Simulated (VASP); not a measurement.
# Ti2CdOs2 (P4/mmm) in VASP: a series of runs

Runs on Ti2CdOs2. Level: PBE. Tasks: single point, relaxation of cell and atoms.

All numbers are computed with VASP 6.6.1; they aren't measurements. Logs are shortened: lines on timing, memory, paths and dates and some standing lists are left out, and cuts for length are marked.

## (1) The cell of the first run

Symmetry: P4/mmm, No. 123, tetragonal system. The conventional cell has a = 4.051 Å, b = 4.051 Å, c = 5.495 Å, α = 90.00°, β = 90.00°, γ = 90.00°. Within 3.3 Å of Ti (site symmetry mmm) lie 4 Os at 2.48 Å and 4 Ti at 2.86 Å. Cd (site symmetry 4/mmm) has 8 Os at 3.15 Å and 8 Ti at 3.41 Å and 4 Cd at 4.05 Å within 4.1 Å. Os (site symmetry 4mm) has 4 Ti at 2.48 Å and 2 Os at 2.64 to 2.86 Å and 4 Cd at 3.15 Å within 3.3 Å.

## (2) Single point, PBE

Input file INCAR:

```
SYSTEM = Ti2CdOs2
PREC = Accurate
ENCUT = 520
EDIFF = 1E-6
ISMEAR = 0
SIGMA = 0.1
LREAL = .FALSE.
LASPH = .TRUE.
NELM = 80
ALGO = Fast
ISIF = 2
LWAVE = .FALSE.
LCHARG = .FALSE.
GGA = PE
NBANDS = 34
```

Input file KPOINTS:

```
Automatic mesh
0
G
  4 4 4
  0 0 0
```

Input file POSCAR:

```
Ti2CdOs2
1.0
    4.0513018600      0.0000000000      0.0000000000
    0.0000000000      4.0513018600      0.0000000000
    0.0000000000      0.0000000000      5.4954716900
Ti Cd Os
2 1 2
Direct
    0.0000000000      0.5000000000      0.5000000000
    0.5000000000      0.0000000000      0.5000000000
    0.0000000000      0.0000000000      0.0000000000
    0.5000000000      0.5000000000      0.2399999900
    0.5000000000      0.5000000000      0.7600000100
```

Potentials or basis: VASP PAW PBE potentials, release 64 (Ti_sv, Cd, Os).

On the command line:

```
> cat potpaw_PBE.64/Ti_sv/POTCAR potpaw_PBE.64/Cd/POTCAR potpaw_PBE.64/Os/POTCAR > POTCAR
> mpirun -np 1 vasp_std > vasp.out
```

OUTCAR:

```text
SYSTEM = Ti2CdOs2
   PREC = Accurate
   ENCUT = 520
   EDIFF = 1E-6
   ISMEAR = 0
   LREAL = .FALSE.
   LASPH = .TRUE.
   NELM = 80
   ISIF = 2
   GGA = PE

 ion  position               nearest neighbor table
   1  0.000  0.500  0.500-   4 2.48   5 2.48   4 2.48   5 2.48   2 2.86   2 2.86   2 2.86   2 2.86

   2  0.500  0.000  0.500-   4 2.48   5 2.48   4 2.48   5 2.48   1 2.86   1 2.86   1 2.86   1 2.86

   3  0.000  0.000  0.000-   4 3.15   5 3.15   4 3.15   5 3.15   4 3.15   5 3.15   4 3.15   5 3.15

   4  0.500  0.500  0.240-   1 2.48   2 2.48   2 2.48   1 2.48   5 2.64   5 2.86   3 3.15   3 3.15
                             3 3.15   3 3.15
   5  0.500  0.500  0.760-   1 2.48   2 2.48   2 2.48   1 2.48   4 2.64   4 2.86   3 3.15   3 3.15
                             3 3.15   3 3.15

  LATTYP: Found a simple tetragonal cell.
 ALAT       =     4.0513018600
 C/A-ratio  =     1.3564705568

  Lattice vectors:

 A1 = (   4.0513018600,   0.0000000000,   0.0000000000)
 A2 = (   0.0000000000,   4.0513018600,   0.0000000000)
 A3 = (   0.0000000000,   0.0000000000,   5.4954716900)

Analysis of symmetry for initial positions (statically):
=====================================================================
 Subroutine PRICEL returns:
 Original cell was already a primitive cell.

 Routine SETGRP: Setting up the symmetry group for a
 simple tetragonal supercell.

 Subroutine GETGRP returns: Found 16 space group operations
 (whereof 16 operations were pure point group operations)
 out of a pool of 16 trial point group operations.

The static configuration has the point symmetry D_4h.

Analysis of symmetry for dynamics (positions and initial velocities):
=====================================================================
 Subroutine PRICEL returns:
 Original cell was already a primitive cell.

 Routine SETGRP: Setting up the symmetry group for a
 simple tetragonal supercell.

 Subroutine GETGRP returns: Found 16 space group operations
 (whereof 16 operations were pure point group operations)
 out of a pool of 16 trial point group operations.

The dynamic configuration has the point symmetry D_4h.

 Subroutine INISYM returns: Found 16 space group operations
 (whereof 16 operations are pure point group operations),
 and found     1 'primitive' translations

----------------------------------------------------------------------------------------

                                     Primitive cell

  volume of cell :      90.1974

  direct lattice vectors                    reciprocal lattice vectors
     4.051301860  0.000000000  0.000000000     0.246834236  0.000000000  0.000000000
     0.000000000  4.051301860  0.000000000     0.000000000  0.246834236  0.000000000
     0.000000000  0.000000000  5.495471690     0.000000000  0.000000000  0.181968001

  length of vectors
     4.051301860  4.051301860  5.495471690     0.246834236  0.246834236  0.181968001

  position of ions in fractional coordinates (direct lattice)
     0.000000000  0.500000000  0.500000000
     0.500000000  0.000000000  0.500000000
     0.000000000  0.000000000  0.000000000
     0.500000000  0.500000000  0.239999990
     0.500000000  0.500000000  0.760000010

  ion indices of the primitive-cell ions
   primitive index   ion index
                 1           1
                 2           2
                 3           3
                 4           4
                 5           5

----------------------------------------------------------------------------------------

 KPOINTS: Automatic mesh

Automatic generation of k-mesh.
 Grid dimensions read from file:
 generate k-points for:    4    4    4

 Generating k-lattice:

  Cartesian coordinates                     Fractional coordinates (reciprocal lattice)
     0.061708559  0.000000000  0.000000000     0.250000000  0.000000000  0.000000000
     0.000000000  0.061708559  0.000000000     0.000000000  0.250000000  0.000000000
     0.000000000  0.000000000  0.045492000     0.000000000  0.000000000  0.250000000

  Length of vectors
     0.061708559  0.061708559  0.045492000

  Shift w.r.t. Gamma in fractional coordinates (k-lattice)
     0.000000000  0.000000000  0.000000000

 Subroutine IBZKPT returns following result:
 ===========================================

 Found     18 irreducible k-points:

 Following reciprocal coordinates:
            Coordinates               Weight
  0.000000  0.000000  0.000000      1.000000
  0.250000  0.000000  0.000000      4.000000
  0.500000  0.000000  0.000000      2.000000
  0.250000  0.250000  0.000000      4.000000
  0.500000  0.250000  0.000000      4.000000
  0.500000  0.500000  0.000000      1.000000
[... 10 lines left out ...]
  0.500000  0.250000  0.500000      4.000000
  0.500000  0.500000  0.500000      1.000000
   k-points           NKPTS =     18   k-points in BZ     NKDIM =     18   number of bands    NBANDS=     34
   number of dos      NEDOS =    301   number of ions     NIONS =      5
[... 30 lines left out ...]
   EFERMI =   0.00;   METHOD = LEGACY
   ISMEAR =     0;   SIGMA  =   0.10  broadening in eV -4-tet -1-fermi 0-gaus
   EFERMI_NEDOS =   21; number of points for ismear=-14 and -15
   IALGO  =     68    algorithm
   IMIX   =      4    mixing-type and parameters
     AMIX     =   0.40;   BMIX     =  1.00
     AMIX_MAG =   1.60;   BMIX_MAG =  1.00
  volume/ion in A,a.u.               =      18.04       121.74
  Fermi-wavevector in a.u.,A,eV,Ry     =   1.362525  2.574799 25.258876  1.856475
  Thomas-Fermi vector in A             =   2.489007
   LORBIT       =      0    0 simple, 1 ext, 2 COOP (PROOUT), +10 PAW based schemes
   GGA     = PE    functional components
   LHFCALC =     F    Hartree Fock is set to
   AEXX    =    0.0000 exact exchange contribution
   IVDW    =     0    specifies the selected vdW correction
   LEPSILON=     F    determine dielectric tensor
   LRPA    =     F    only Hartree local field effects (RPA)
 non-spin polarized calculation
 RMM-DIIS sequential band-by-band and
 Gauss-broadening in eV      SIGMA  =   0.10
  energy-cutoff  :      520.00
  volume of cell :       90.20
 maximum number of plane-waves:      2468
   NGX = 15   NGY = 15   NGZ = 21

 number of electron      51.9999995 magnetization

 Free energy of the ion-electron system (eV)
  ---------------------------------------------------
  ext. energy  EPLUGINS =         0.00000000
  ---------------------------------------------------
  free energy    TOTEN  =       -37.63373538 eV

  energy without entropy =      -37.61941537  energy(sigma->0) =      -37.62657537

 E-fermi :   6.0386     XC(G=0): -11.7684

 val. band max:        6.0346480566   @ k =   0.2500   0.2500   0.5000
 cond. band min:       6.0864997112   @ k =   0.5000   0.2500   0.2500
 fundamental gap:      0.0518516547
 Fermi energy:         6.0385733545

 k-point     1 :       0.0000    0.0000    0.0000
  band No.  band energies     occupation
      1     -50.6032      2.00000
      2     -50.5086      2.00000
      3     -27.0446      2.00000
      4     -27.0446      2.00000
      5     -26.8840      2.00000
      6     -26.8007      2.00000
[... 26 lines left out ...]
     33       9.4412      0.00000
     34       9.7826      0.00000

 k-point     2 :       0.2500    0.0000    0.0000
  band No.  band energies     occupation
      1     -50.5886      2.00000
      2     -50.5218      2.00000
      3     -26.9981      2.00000
      4     -26.9932      2.00000
      5     -26.8679      2.00000
      6     -26.8084      2.00000
[... 26 lines left out ...]
     33       8.9553      0.00000
     34       9.7512      0.00000

 k-point     3 :       0.5000    0.0000    0.0000
  band No.  band energies     occupation
      1     -50.5556      2.00000
      2     -50.5533      2.00000
      3     -26.9046      2.00000
      4     -26.8958      2.00000
      5     -26.8416      2.00000
      6     -26.8329      2.00000
[... 26 lines left out ...]
     33       8.7083      0.00000
     34       9.4703      0.00000
[... 482 lines left out ...]
 k-point    17 :       0.5000    0.2500    0.5000
  band No.  band energies     occupation
      1     -50.5542      2.00000
      2     -50.5530      2.00000
      3     -27.0608      2.00000
      4     -26.9892      2.00000
      5     -26.8337      2.00000
      6     -26.8260      2.00000
[... 26 lines left out ...]
     33       8.6211      0.00000
     34       8.6814      0.00000

 k-point    18 :       0.5000    0.5000    0.5000
  band No.  band energies     occupation
      1     -50.5528      2.00000
      2     -50.5528      2.00000
      3     -27.1280      2.00000
      4     -27.0573      2.00000
      5     -26.8255      2.00000
      6     -26.8255      2.00000
[... 26 lines left out ...]
     33       8.6639      0.00000
     34       8.8370      0.00000

------------------------ aborting loop because EDIFF is reached ----------------------------------------

  FORCE on cell =-STRESS in cart. coord.  units (eV):
  Direction    XX          YY          ZZ          XY          YZ          ZX
  --------------------------------------------------------------------------------------
  -------------------------------------------------------------------------------------
  Total        5.3577204      5.3577204      1.8918814      0.0000000      0.0000000      0.0000000
  in kB       95.1692063     95.1692063     33.6054959      0.0000000      0.0000000      0.0000000
  external PRESSURE =      74.6479695 kB  Pullay stress =       0.0000000 kB

 VOLUME and BASIS-vectors are now :
 -----------------------------------------------------------------------------
  energy-cutoff  :      520.00
  volume of cell :       90.20
      direct lattice vectors                 reciprocal lattice vectors
     4.051301860  0.000000000  0.000000000     0.246834236  0.000000000  0.000000000
     0.000000000  4.051301860  0.000000000     0.000000000  0.246834236  0.000000000
     0.000000000  0.000000000  5.495471690     0.000000000  0.000000000  0.181968001

 POSITION                                       TOTAL-FORCE (eV/Angst)
 -----------------------------------------------------------------------------------
      0.00000      2.02565      2.74774         0.000000      0.000000      0.000000
      2.02565      0.00000      2.74774         0.000000      0.000000      0.000000
      0.00000      0.00000      0.00000         0.000000      0.000000      0.000000
      2.02565      2.02565      1.31891        -0.000000     -0.000000     -2.554634
      2.02565      2.02565      4.17656         0.000000      0.000000      2.554634
 -----------------------------------------------------------------------------------
    total drift:                                0.000000      0.000000      0.000000

  FREE ENERGIE OF THE ION-ELECTRON SYSTEM (eV)
  ---------------------------------------------------
  free  energy   TOTEN  =       -37.6337353772 eV

  energy  without entropy=      -37.6194153673  energy(sigma->0) =      -37.62657537
```

Wall time 91 s (1 thread of Oxide Virtual Turin-like, shared host); peak memory 0.18 GiB.

Results:

| Quantity | Value |
| --- | --- |
| Free energy | -37.6337 eV |
| Pressure | 7.5 GPa |
| Largest force | 2.555 eV/Å |
| Band gap on the k mesh | zero (band 26 reaches 6.60 eV, above the bottom of band 27 at 5.14 eV) |

Forces in eV/Å, atoms in the order of the input:
```
Ti   0.000  0.000  0.000
Ti   0.000  0.000  0.000
Cd   0.000  0.000  0.000
Os   0.000  0.000 -2.555
Os   0.000  0.000  2.555
```

Stress tensor (GPa, compression positive):
```
9.52 0.00 0.00
0.00 9.52 0.00
0.00 0.00 3.36
```

Caveat: the k points lie up to 0.39 Å⁻¹ apart; spin-orbit coupling is left out, which moves the levels of the heavy elements; forces of over 1 eV/Å act on the atoms, so gaps and moduli don't describe the material at rest.

## (3) Single point, PBE

This run uses another cell than the first one, of 18.81 Å³/atom, 1.043 times its volume.

Input file INCAR:

```
PREC     = Accurate       # precision mode
ENCUT    = 520            # plane-wave cutoff, eV
EDIFF    = 1E-6           # SCF threshold, eV
ISMEAR   = 0              # smearing method
SIGMA    = 0.1            # smearing width, eV
LREAL    = False          # projectors in reciprocal space
LASPH    = True           # aspherical terms in the spheres
NELM     = 100            # most SCF steps
ALGO     = Fast           # electronic algorithm
ISIF     = 2              # what is computed and relaxed
LWAVE    = False          # write WAVECAR
LCHARG   = False          # write CHGCAR
GGA      = PE             # functional
NBANDS   = 34             # bands
```

Input file KPOINTS:

```
Automatic mesh
0
Gamma
  4 4 4
```

Input file POSCAR:

```
Ti2CdOs2
1.0
    4.1822435181      0.0000000000      0.0000000000
    0.0000000000      4.1822435181      0.0000000000
    0.0000000000      0.0000000000      5.3761018280
Ti Cd Os
2 1 2
Direct
    0.0000000000      0.5000000000      0.5000000000
    0.5000000000      0.0000000000      0.5000000000
    0.0000000000      0.0000000000      0.0000000000
    0.5000000000      0.5000000000      0.2268925311
    0.5000000000      0.5000000000      0.7731074689
```

Potentials or basis: VASP PAW PBE potentials, release 64 (Ti_sv, Cd, Os).

On the command line:

```
> cat potpaw_PBE.64/Ti_sv/POTCAR potpaw_PBE.64/Cd/POTCAR potpaw_PBE.64/Os/POTCAR > POTCAR
> mpirun -np 1 vasp_std > vasp.out
```

Run time: 2.2 min. Hardware: 1 thread of Oxide Virtual Turin-like, shared host; peak memory 0.19 GiB.

Results (log left out):

| Item | Value |
| --- | --- |
| Free energy | -37.9787 eV |
| Pressure | 0.1 GPa |
| Largest force | 0.018 eV/Å |
| Band gap on the k mesh | zero (band 26 reaches 6.26 eV, above the bottom of band 27 at 4.87 eV) |

Forces in eV/Å, atoms in the order of the input:
```
Ti   0.000  0.000  0.000
Ti   0.000  0.000  0.000
Cd   0.000  0.000  0.000
Os   0.000  0.000 -0.018
Os   0.000  0.000  0.018
```

Levels at points of the mesh, in eV from the Fermi level:
```csv
k point,band 22,band 23,band 24,band 25,band 26,band 27,band 28,band 29,band 30,band 31
"(0.00, 0.00, 0.00)",-1.40,-1.40,-1.06,-0.51,-0.47,1.52,1.55,1.55,2.16,2.16
"(0.50, 0.00, 0.00)",-1.15,-1.15,-1.15,-0.86,0.17,0.42,1.06,1.20,1.83,1.83
"(0.50, 0.50, 0.00)",-1.75,-0.93,-0.79,0.62,0.62,0.84,0.84,2.01,2.17,2.17
"(0.00, 0.00, 0.50)",-1.79,-1.09,-0.87,-0.87,-0.86,-0.06,-0.06,1.86,2.08,2.08
"(0.50, 0.00, 0.50)",-2.12,-1.85,-1.67,-1.51,-1.35,-0.44,0.71,1.49,1.92,2.22
"(0.50, 0.50, 0.50)",-2.07,-1.95,-0.28,-0.22,0.60,0.60,0.80,0.80,0.92,0.92
```

Caveat: the k points lie up to 0.38 Å⁻¹ apart; spin-orbit coupling is left out, which moves the levels of the heavy elements.

## (4) Relaxation of cell and atoms, PBE

Input file INCAR:

```
SYSTEM = Ti2CdOs2
PREC = Accurate ; ENCUT = 600
EDIFF = 1E-7 ; ISMEAR = 0
SIGMA = 0.1 ; LREAL = .False.
LASPH = .True. ; NELM = 60
ALGO = Normal ; ISIF = 3
LWAVE = .False. ; LCHARG = .False.
GGA = PE ; IBRION = 2
NSW = 90 ; EDIFFG = -0.04
```

Input file KPOINTS:

```
regular mesh
0
Gamma
  4 4 4
  0 0 0
```

Input file POSCAR:

```
Ti2CdOs2
1.0
    4.0513018600      0.0000000000      0.0000000000
    0.0000000000      4.0513018600      0.0000000000
    0.0000000000      0.0000000000      5.4954716900
Ti Cd Os
2 1 2
Direct
    0.0000000000      0.5000000000      0.5000000000
    0.5000000000      0.0000000000      0.5000000000
    0.0000000000      0.0000000000      0.0000000000
    0.5000000000      0.5000000000      0.2399999900
    0.5000000000      0.5000000000      0.7600000100
```

On the command line:

```
> cat potpaw_PBE.64/Ti_sv/POTCAR potpaw_PBE.64/Cd/POTCAR potpaw_PBE.64/Os/POTCAR > POTCAR
> mpirun -np 1 vasp_std > vasp.out
```

Wall time 11 min (1 thread of Oxide Virtual Turin-like, shared host); peak memory 0.23 GiB.

The run converged. Its results:

```
Free energy                            : -37.9764 eV
Relaxed volume                         : 18.81 Å³/atom
Relaxed cell                           : a = 4.184 Å, b = 4.184 Å, c = 5.372 Å, α = 90.00°, β = 90.00°, γ = 90.00°
Space group after relaxing (to 0.05 Å) : P4/mmm (No. 123)
Energy gained by relaxing              : 68.7 meV/atom
Ionic steps                            : 10
Pressure after relaxing                : 0.1 GPa
Largest force after relaxing           : 0.036 eV/Å
Band gap on the k mesh                 : zero (band 26 reaches 6.26 eV, above the bottom of band 27 at 4.87 eV)
```

Forces in eV/Å, atoms in the order of the input:
```
Ti   0.000  0.000  0.000
Ti   0.000  0.000  0.000
Cd   0.000  0.000  0.000
Os   0.000  0.000  0.036
Os   0.000  0.000 -0.036
```

Stress tensor (GPa, compression positive):
```
0.03 0.00 0.00
0.00 0.03 0.00
0.00 0.00 0.25
```

Step by step:
| step | energy change (eV) | largest force (eV/Å) | pressure (GPa) | volume (Å³) |
| --- | --- | --- | --- | --- |
| 1 | 0.0000 | 2.5554 | 7.47 | 90.20 |
| 2 | -0.0112 | 1.3169 | -9.89 | 101.60 |
| 3 | -0.2860 | 0.5282 | -2.90 | 95.67 |
| 4 | -0.3184 | 0.8378 | 1.45 | 92.94 |
| 5 | -0.3362 | 0.2292 | -0.28 | 93.90 |
| 6 | -0.3405 | 0.0182 | 0.51 | 93.53 |
| 7 | -0.3406 | 0.0432 | 0.59 | 93.50 |
| 8 | -0.3434 | 0.0650 | -0.04 | 94.07 |
| 9 | -0.3435 | 0.0697 | -0.18 | 94.20 |
| 10 | -0.3437 | 0.0359 | 0.11 | 94.06 |

Final structure:
```
Ti Cd Os
1.0
     4.18421    0.00000    0.00000
     0.00000    4.18421    0.00000
     0.00000    0.00000    5.37242
Ti Cd Os
2 1 2
Direct
  0.00000 0.50000 0.50000
  0.50000 0.00000 0.50000
  0.00000 0.00000 0.00000
  0.50000 0.50000 0.22666
  0.50000 0.50000 0.77334
```

Levels at points of the mesh, in eV from the Fermi level:
```tsv
k point	band 22	band 23	band 24	band 25	band 26	band 27	band 28	band 29	band 30	band 31
(0.00, 0.00, 0.00)	-1.40	-1.40	-1.06	-0.51	-0.47	1.51	1.55	1.55	2.15	2.15
(0.50, 0.00, 0.00)	-1.15	-1.15	-1.14	-0.86	0.17	0.42	1.05	1.21	1.83	1.83
(0.50, 0.50, 0.00)	-1.75	-0.94	-0.80	0.61	0.61	0.84	0.84	2.00	2.16	2.16
(0.00, 0.00, 0.50)	-1.79	-1.08	-0.87	-0.87	-0.86	-0.06	-0.06	1.86	2.08	2.08
(0.50, 0.00, 0.50)	-2.11	-1.84	-1.66	-1.52	-1.35	-0.44	0.71	1.48	1.92	2.21
(0.50, 0.50, 0.50)	-2.07	-1.95	-0.28	-0.22	0.60	0.60	0.79	0.79	0.93	0.93
```

Caveat: the k points lie up to 0.38 Å⁻¹ apart in the final cell; spin-orbit coupling is left out, which moves the levels of the heavy elements.

## (5) The runs side by side

| task | cell | cutoff (eV) | gap on the mesh (eV) | pressure (GPa) | largest force (eV/Å) |
| --- | --- | --- | --- | --- | --- |
| single point | a = 4.051, b = 4.051, c = 5.495 Å, 5 atoms | 520 | none | 7.5 | 2.55 |
| single point | a = 4.182, b = 4.182, c = 5.376 Å, 5 atoms | 520 | none | 0.1 | 0.02 |
| relaxation of cell and atoms | relaxed from a = 4.051, b = 4.051, c = 5.495 Å, 5 atoms | 600 | none | 0.1 | 0.04 |

Alike in all rows: level PBE; potentials or basis VASP PAW PBE potentials, release 64 (Ti_sv, Cd, Os); no spin polarisation; k mesh 4 × 4 × 4; smearing gaussian 0.1 eV.

Caveats: all runs use coarse meshes; spin-orbit coupling is left out, which moves the levels of the heavy elements; forces of over 1 eV/Å act on the atoms, so gaps and moduli don't describe the material at rest (some runs).

Total energies depend on the potentials used, so only differences within one code and one set of settings carry meaning.
